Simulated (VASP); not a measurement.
# NaF (Pm-3m) in VASP: a series of runs

Runs on NaF. Level: PBEsol. Tasks: single point.

All numbers are computed with VASP 6.6.1; they aren't measurements. Logs are shortened: lines on timing, memory, paths and dates and some standing lists are left out, and cuts for length are marked.

## (1) The cell of the first run

Symmetry: Pm-3m, No. 221, cubic system. Conventional cell: a = 2.817 Å, b = 2.817 Å, c = 2.817 Å, α = 90.00°, β = 90.00°, γ = 90.00°. Na (site symmetry m-3m) has 8 F at 2.44 Å and 6 Na at 2.82 Å within 3.2 Å. F (site symmetry m-3m) has 8 Na at 2.44 Å and 6 F at 2.82 Å within 3.2 Å.

## (2) Single point, PBEsol

INCAR

```
  PREC = Accurate
  ENCUT = 600
  EDIFF = 1E-6
  ISMEAR = 0
  SIGMA = 0.05
  LREAL = F
  LASPH = T
  NELM = 120
  ALGO = Normal
  ISIF = 2
  LWAVE = F
  LCHARG = F
  GGA = PS
  NBANDS = 14
  GGA_COMPAT = F
```

KPOINTS

```
regular mesh
0
Gamma
  6 6 6
```

POSCAR

```
NaF
1.0
    2.8166542528      0.0000000000      0.0000000000
    0.0000000000      2.8166542528      0.0000000000
    0.0000000000      0.0000000000      2.8166542528
Na F
1 1
Direct
    0.0000000000      0.0000000000      0.0000000000
    0.5000000000      0.5000000000      0.5000000000
```

Potentials or basis: VASP PAW PBE potentials, release 64 (Na_pv, F).

Launch:

```
> cat potpaw_PBE.64/Na_pv/POTCAR potpaw_PBE.64/F/POTCAR > POTCAR
> mpirun -np 1 vasp_std > vasp.out
```

OUTCAR:

```text
PREC = Accurate
   ENCUT = 600
   EDIFF = 1E-6
   ISMEAR = 0
   LREAL = F
   LASPH = T
   NELM = 120
   ISIF = 2
   GGA = PS

 ion  position               nearest neighbor table
   1  0.000  0.000  0.000-
   2  0.500  0.500  0.500-

  LATTYP: Found a simple cubic cell.
 ALAT       =     2.8166542528

  Lattice vectors:

 A1 = (   2.8166542528,   0.0000000000,   0.0000000000)
 A2 = (   0.0000000000,   2.8166542528,   0.0000000000)
 A3 = (   0.0000000000,   0.0000000000,   2.8166542528)

Analysis of symmetry for initial positions (statically):
=====================================================================
 Subroutine PRICEL returns:
 Original cell was already a primitive cell.

 Routine SETGRP: Setting up the symmetry group for a
 simple cubic supercell.

 Subroutine GETGRP returns: Found 48 space group operations
 (whereof 48 operations were pure point group operations)
 out of a pool of 48 trial point group operations.

The static configuration has the point symmetry O_h .

Analysis of symmetry for dynamics (positions and initial velocities):
=====================================================================
 Subroutine PRICEL returns:
 Original cell was already a primitive cell.

 Routine SETGRP: Setting up the symmetry group for a
 simple cubic supercell.

 Subroutine GETGRP returns: Found 48 space group operations
 (whereof 48 operations were pure point group operations)
 out of a pool of 48 trial point group operations.

The dynamic configuration has the point symmetry O_h .

 Subroutine INISYM returns: Found 48 space group operations
 (whereof 48 operations are pure point group operations),
 and found     1 'primitive' translations

----------------------------------------------------------------------------------------

                                     Primitive cell

  volume of cell :      22.3460

  direct lattice vectors                    reciprocal lattice vectors
     2.816654253  0.000000000  0.000000000     0.355031151  0.000000000  0.000000000
     0.000000000  2.816654253  0.000000000     0.000000000  0.355031151  0.000000000
     0.000000000  0.000000000  2.816654253     0.000000000  0.000000000  0.355031151

  length of vectors
     2.816654253  2.816654253  2.816654253     0.355031151  0.355031151  0.355031151

  position of ions in fractional coordinates (direct lattice)
     0.000000000  0.000000000  0.000000000
     0.500000000  0.500000000  0.500000000

  ion indices of the primitive-cell ions
[... 80 lines left out ...]
   PSTRESS=    0.0 pullay stress
   NELECT =      14.0000    total number of electrons
   NUPDOWN=      -1.0000    fix difference up-down
   EMIN   =  10.00;   EMAX   =-10.00  energy-range for DOS
   EFERMI =   0.00;   METHOD = LEGACY
   ISMEAR =     0;   SIGMA  =   0.05  broadening in eV -4-tet -1-fermi 0-gaus
   EFERMI_NEDOS =   21; number of points for ismear=-14 and -15
   IALGO  =     38    algorithm
   IMIX   =      4    mixing-type and parameters
     AMIX     =   0.40;   BMIX     =  1.00
     AMIX_MAG =   1.60;   BMIX_MAG =  1.00
  volume/ion in A,a.u.               =      11.17        75.40
  Fermi-wavevector in a.u.,A,eV,Ry     =   1.400825  2.647176 26.698868  1.962311
  Thomas-Fermi vector in A             =   2.523747
   LORBIT       =      0    0 simple, 1 ext, 2 COOP (PROOUT), +10 PAW based schemes
   GGA     = PS    functional components
   LHFCALC =     F    Hartree Fock is set to
   AEXX    =    0.0000 exact exchange contribution
   IVDW    =     0    specifies the selected vdW correction
   LEPSILON=     F    determine dielectric tensor
   LRPA    =     F    only Hartree local field effects (RPA)
 non-spin polarized calculation
 Gauss-broadening in eV      SIGMA  =   0.05
  energy-cutoff  :      600.00
  volume of cell :       22.35
 maximum number of plane-waves:       768
 NGX is ok and might be reduce to    24
   NGX = 11   NGY = 11   NGZ = 11

 number of electron      14.0000011 magnetization

 Free energy of the ion-electron system (eV)
  ---------------------------------------------------
  ext. energy  EPLUGINS =         0.00000000
  ---------------------------------------------------
  free energy    TOTEN  =        -8.48536191 eV

  energy without entropy =       -8.48536191  energy(sigma->0) =       -8.48536191

 E-fermi :  -0.5939     XC(G=0):  -9.9894

 val. band max:       -0.8578496919   @ k =   0.5000   0.5000   0.0000
 cond. band min:       4.9669052925   @ k =   0.0000   0.0000   0.0000
 fundamental gap:      5.8247549844
 Fermi energy:        -0.5938617633

 k-point     1 :       0.0000    0.0000    0.0000
  band No.  band energies     occupation
      1     -20.7451      2.00000
      2     -20.7451      2.00000
      3     -20.7451      2.00000
      4     -20.5766      2.00000
      5      -1.1907      2.00000
      6      -1.1907      2.00000
      7      -1.1907      2.00000
      8       4.9669      0.00000
      9      14.6132      0.00000
     10      14.6132      0.00000
     11      22.6489      0.00000
     12      22.6489      0.00000
     13      22.6489      0.00000
     14      30.0606      0.00000
[... 309 lines left out ...]
      1     -20.9247      2.00000
      2     -20.9247      2.00000
      3     -20.9247      2.00000
      4     -19.8196      2.00000
      5      -2.4842      2.00000
      6      -2.4842      2.00000
      7      -2.4842      2.00000
      8      13.2156      0.00000
      9      13.2156      0.00000
     10      13.2156      0.00000
     11      18.1665      0.00000
     12      18.1665      0.00000
     13      18.1665      0.00000
     14      22.0602      0.00000

------------------------ aborting loop because EDIFF is reached ----------------------------------------

  FORCE on cell =-STRESS in cart. coord.  units (eV):
  Direction    XX          YY          ZZ          XY          YZ          ZX
  --------------------------------------------------------------------------------------
  -------------------------------------------------------------------------------------
  Total       -0.0269057     -0.0269057     -0.0269057      0.0000000      0.0000000     -0.0000000
  in kB       -1.9290955     -1.9290955     -1.9290955      0.0000000      0.0000000     -0.0000000
  external PRESSURE =      -1.9290955 kB  Pullay stress =       0.0000000 kB

 VOLUME and BASIS-vectors are now :
 -----------------------------------------------------------------------------
  energy-cutoff  :      600.00
  volume of cell :       22.35
      direct lattice vectors                 reciprocal lattice vectors
     2.816654253  0.000000000  0.000000000     0.355031151  0.000000000  0.000000000
     0.000000000  2.816654253  0.000000000     0.000000000  0.355031151  0.000000000
     0.000000000  0.000000000  2.816654253     0.000000000  0.000000000  0.355031151

 POSITION                                       TOTAL-FORCE (eV/Angst)
 -----------------------------------------------------------------------------------
      0.00000      0.00000      0.00000         0.000000      0.000000      0.000000
      1.40833      1.40833      1.40833         0.000000      0.000000      0.000000
 -----------------------------------------------------------------------------------
    total drift:                                0.000000      0.000000     -0.000000

  FREE ENERGIE OF THE ION-ELECTRON SYSTEM (eV)
  ---------------------------------------------------
  free  energy   TOTEN  =        -8.4853619117 eV

  energy  without entropy=       -8.4853619117  energy(sigma->0) =       -8.48536191
```

OSZICAR:

```text
N       E                     dE             d eps       ncg     rms          rms(c)
DAV:   1     0.116552678607E+03    0.11655E+03   -0.84526E+03   566   0.141E+03
DAV:   2    -0.352898181792E+01   -0.12008E+03   -0.11285E+03   626   0.380E+02
DAV:   3    -0.920360307098E+01   -0.56746E+01   -0.56635E+01   638   0.716E+01
DAV:   4    -0.925125230353E+01   -0.47649E-01   -0.47645E-01   674   0.691E+00
DAV:   5    -0.925170164167E+01   -0.44934E-03   -0.44934E-03   632   0.661E-01    0.466E+00
DAV:   6    -0.853011927073E+01    0.72158E+00   -0.21148E+00   658   0.141E+01    0.172E+00
DAV:   7    -0.850023220505E+01    0.29887E-01   -0.29146E-02   598   0.291E+00    0.990E-01
DAV:   8    -0.848510034621E+01    0.15132E-01   -0.23181E-02   578   0.423E+00    0.136E-01
DAV:   9    -0.848538360931E+01   -0.28326E-03   -0.30413E-03   688   0.655E-01    0.701E-02
DAV:  10    -0.848537184389E+01    0.11765E-04   -0.47744E-04   634   0.191E-01    0.328E-02
DAV:  11    -0.848536164513E+01    0.10199E-04   -0.47501E-05   662   0.951E-02    0.193E-03
DAV:  12    -0.848536191169E+01   -0.26657E-06   -0.24722E-06   590   0.166E-02
   1 F= -.84853619E+01 E0= -.84853619E+01  d E =-.306721E-15
```

stdout:

```text
POSCAR found type information on POSCAR NaF
 POSCAR found :  2 types and       2 ions
 scaLAPACK will be used
 -----------------------------------------------------------------------------
|                                                                             |
|                                                                             |
|     You enforced a specific xc type in the INCAR file but a different       |
|     I HOPE YOU KNOW WHAT YOU ARE DOING!                                     |
|                                                                             |
 -----------------------------------------------------------------------------

 LDA part: xc-table for (Slater+PW92), standard interpolation
 POSCAR, INCAR and KPOINTS ok, starting setup
 FFT: planning ... GRIDC
 FFT: planning ... GRID_SOFT
 FFT: planning ... GRID
 WAVECAR not read
 entering main loop
```

Run time: 9.4 s. Hardware: 1 thread of Intel Xeon 8259CL, shared host; peak memory 0.13 GiB.

What came out:

| Item | Value |
| --- | --- |
| Free energy | -8.4854 eV |
| Pressure | -0.2 GPa |
| Band gap on the k mesh | 5.82 eV, indirect (least direct gap 6.16 eV) |

Caveat: the PAW data sets were made with another functional, which shifts forces and pressure a little.

## (3) Single point, PBEsol (volume scaled by 0.944 of the coarse rest volume)

INCAR

```
  PREC = Accurate
  ENCUT = 600
  EDIFF = 1E-6
  ISMEAR = 0
  SIGMA = 0.02
  LREAL = False
  LASPH = True
  NELM = 120
  ALGO = Normal
  ISIF = 2
  LWAVE = False
  LCHARG = False
  GGA = PS
  NBANDS = 14
  GGA_COMPAT = False
```

KPOINTS

```
Automatic mesh
0
Gamma
  8 8 8
```

POSCAR

```
NaF
1.0
    2.7631000000      0.0000000000      0.0000000000
    0.0000000000      2.7631000000      0.0000000000
    0.0000000000      0.0000000000      2.7631000000
Na F
1 1
Direct
    0.0000000000      0.0000000000      0.0000000000
    0.5000000000      0.5000000000      0.5000000000
```

Potentials or basis: VASP PAW PBE potentials, release 64 (Na_pv, F).

Launch:

```
> cat potpaw_PBE.64/Na_pv/POTCAR potpaw_PBE.64/F/POTCAR > POTCAR
> mpirun -np 1 vasp_std > vasp.out
```

Wall time 14 s (1 thread of Intel Xeon 8259CL, shared host); peak memory 0.14 GiB.

Results (log left out):

- Free energy: -8.4704 eV
- Pressure: 3.3 GPa
- Band gap on the k mesh: 6.19 eV, indirect (least direct gap 6.55 eV)

Levels at points of the mesh, in eV from the valence-band top:
| k point | band 4 | band 5 | band 6 | band 7 | band 8 | band 9 | band 10 | band 11 |
| --- | --- | --- | --- | --- | --- | --- | --- | --- |
| (0.00, 0.00, 0.00) | -19.78 | -0.36 | -0.36 | -0.36 | 6.19 | 15.72 | 15.72 | 24.42 |
| (0.50, 0.00, 0.00) | -18.85 | -2.83 | -0.23 | -0.23 | 10.97 | 12.10 | 20.07 | 21.23 |
| (0.50, 0.50, 0.00) | -19.28 | -2.00 | -2.00 | 0.00 | 12.05 | 15.48 | 15.48 | 15.74 |
| (0.50, 0.50, 0.50) | -19.01 | -1.77 | -1.77 | -1.77 | 14.49 | 14.49 | 14.49 | 19.66 |

Caveat: the PAW data sets were made with another functional, which shifts forces and pressure a little. A k mesh can miss the band edges.
